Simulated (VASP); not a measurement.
Set up this calculation in VASP 6.6.1, as the native input.

```yaml
Task: single point
Functional: LDA
Potentials_or_basis: VASP PAW LDA potentials, release 64 (Ta_pv, F)
Cutoff: 600 eV
k_mesh: 8 × 8 × 8
Occupations: fermi-dirac, width 0.15 eV
Spin: no spin polarisation
Dipole_correction: no
Further_INCAR_settings: ALGO = Normal; EDIFF = 1e-06; NBANDS = 24
```

The structure of TaF3 lies in POSCAR:

```
TaF3
1.0
    4.0833130800      0.0000000000      0.0000000000
    0.0000000000      4.0833130800      0.0000000000
    0.0000000000      0.0000000000      4.1666460000
Ta F
1 3
Direct
    0.0000000000      0.0000000000      0.0000000000
    0.0000000000      0.5000000000      0.0000000000
    0.5000000000      0.0000000000      0.0000000000
    0.0000000000      0.0000000000      0.5000000000
```

The input as run:

INCAR

```
SYSTEM = TaF3
ALGO = Normal
EDIFF = 1E-6
ENCUT = 600
GGA = CA
GGA_COMPAT = .False.
ISIF = 2
ISMEAR = -1
LASPH = .True.
LCHARG = .False.
LREAL = .False.
LWAVE = .False.
NBANDS = 24
NELM = 120
PREC = Accurate
SIGMA = 0.15
```

KPOINTS

```
k-points
0
Gamma
  8 8 8
  0 0 0
```

Potentials or basis: VASP PAW LDA potentials, release 64 (Ta_pv, F).

The run is started by

```bash
$ cat potpaw_LDA.64/Ta_pv/POTCAR potpaw_LDA.64/F/POTCAR > POTCAR
$ mpirun -np 1 vasp_std > vasp.out
```

It gave:

The pressure is -5.8 GPa and the band gap on the k mesh is zero (bands 16 and 17 overlap by 2.27 eV).

Caveat: the cell stands under tension; spin-orbit coupling is left out, which moves the levels of the heavy elements.

It took 110 s on 1 thread of Intel Xeon 8259CL (shared host), peak memory 0.26 GiB.
